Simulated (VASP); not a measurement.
A run of VASP 6.6.1:

INCAR

```
PREC     = Accurate       # precision mode
ENCUT    = 600            # plane-wave cutoff, eV
EDIFF    = 1E-6           # SCF threshold, eV
ISMEAR   = -1             # smearing method
SIGMA    = 0.05           # smearing width, eV
LREAL    = False          # projectors in reciprocal space
LASPH    = True           # aspherical terms in the spheres
NELM     = 120            # most SCF steps
ALGO     = Normal         # electronic algorithm
ISIF     = 2              # what is computed and relaxed
LWAVE    = False          # write WAVECAR
LCHARG   = False          # write CHGCAR
GGA      = RP             # functional
IVDW     = 12             # dispersion correction
NBANDS   = 21             # bands
GGA_COMPAT= False
```

KPOINTS

```
regular mesh
0
Gamma
  8 8 8
```

File POSCAR:

```
PbF2
1.0
    0.0000000000      2.9247382958      2.9247382958
    2.9247382958      0.0000000000      2.9247382958
    2.9247382958      2.9247382958      0.0000000000
Pb F
1 2
Direct
    0.0000000000      0.0000000000      0.0000000000
    0.7500000000      0.7500000000      0.7500000000
    0.2500000000      0.2500000000      0.2500000000
```

Potentials or basis: VASP PAW PBE potentials, release 64 (Pb_d, F).

Command:

```console
$ cat potpaw_PBE.64/Pb_d/POTCAR potpaw_PBE.64/F/POTCAR > POTCAR
$ mpirun -np 1 vasp_std > vasp.out
```

Hardware: 1 thread of AMD EPYC 9R45 (Zen 5), with other jobs on the host.

Problem. Estimate the wall time of this run.

Solution. It took 19 s on 1 thread of AMD EPYC 9R45 (Zen 5) (shared host), peak memory 0.19 GiB. Counts: scf iterations 13, k points 29.
